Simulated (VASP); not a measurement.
BeTe:

```
CELL_PARAMETERS angstrom
4.03085 0.00000 0.00000
-2.01543 3.49082 0.00000
0.00000 0.00000 8.14405
ATOMIC_POSITIONS crystal
Be 0.33333 0.66667 0.25000
Be 0.66667 0.33333 0.75000
Te 0.66667 0.33333 0.25000
Te 0.33333 0.66667 0.75000
```

Base run:

```yaml
Program: VASP 6.6.1
Functional: PBEsol
Potentials_or_basis: VASP PAW PBE potentials, release 64 (Be, Te)
Cutoff: 520 eV
k_mesh: 6 × 6 × 2
Occupations: gaussian, width 0.01 eV
Spin: no spin polarisation
```

Its results: band gap on the k mesh 2.68 eV, indirect (least direct gap 2.84 eV); pressure -0.7 GPa.

Q: The run is repeated on the same cell with these changes: functional from PBEsol to PBE. What comes out?

A: Band gap on the k mesh 2.73 eV, indirect (least direct gap 2.88 eV); pressure 0.4 GPa.

PBE binds less tightly than PBEsol, so the same cell stands under more pressure.

Caveats: spin-orbit coupling is left out, which moves the levels of the heavy elements; the PAW data sets were made with another functional, which shifts forces and pressure a little (some runs).

A k mesh can miss the band edges.
